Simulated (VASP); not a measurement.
A run of VASP 6.6.1 is set up as follows.

INCAR

```
ALGO     = Normal         # electronic algorithm
EDIFF    = 1E-6           # SCF threshold, eV
ENCUT    = 520            # plane-wave cutoff, eV
GGA      = CA             # functional
ISIF     = 2              # what is computed and relaxed
ISMEAR   = -1             # smearing method
LASPH    = T              # aspherical terms in the spheres
LCHARG   = T              # write CHGCAR
LELF     = T              # ELF
LREAL    = F              # projectors in reciprocal space
LVHAR    = T            
LWAVE    = F              # write WAVECAR
NBANDS   = 16             # bands
NELM     = 100            # most SCF steps
PREC     = Accurate       # precision mode
SIGMA    = 0.15           # smearing width, eV
```

The input KPOINTS:

```
k-points
0
Gamma
  15 15 6
```

The input POSCAR:

```
B2SbN
1.0
    3.3007137492      0.0000000000      0.0000000000
   -1.6503568746      2.8585019575      0.0000000000
    0.0000000000      0.0000000000      6.9642670288
B Sb N
2 1 1
Direct
    0.3333333333      0.6666666667      0.0000000000
    0.6666666667      0.3333333333      0.5000000000
    0.3333333333      0.6666666667      0.5000000000
    0.6666666667      0.3333333333      0.0000000000
```

Potentials or basis: VASP PAW LDA potentials, release 64 (B, Sb, N).

The run is started by

```console
$ cat potpaw_LDA.64/B/POTCAR potpaw_LDA.64/Sb/POTCAR potpaw_LDA.64/N/POTCAR > POTCAR
$ mpirun -np 1 vasp_std > vasp.out
```

Question: What does it give for the pressure?

Answer: 1.4 GPa.

Question: What does it give for the band gap on the k mesh?

Answer: Zero (bands 8 and 9 overlap by 0.59 eV).

Stress tensor (GPa, compression positive):
```
2.17 0.00 0.00
0.00 2.17 0.00
0.00 0.00 0.00
```

Caveat: semilocal functionals underestimate gaps, so a narrow gap can read as zero; spin-orbit coupling is left out, which moves the levels of the heavy elements.
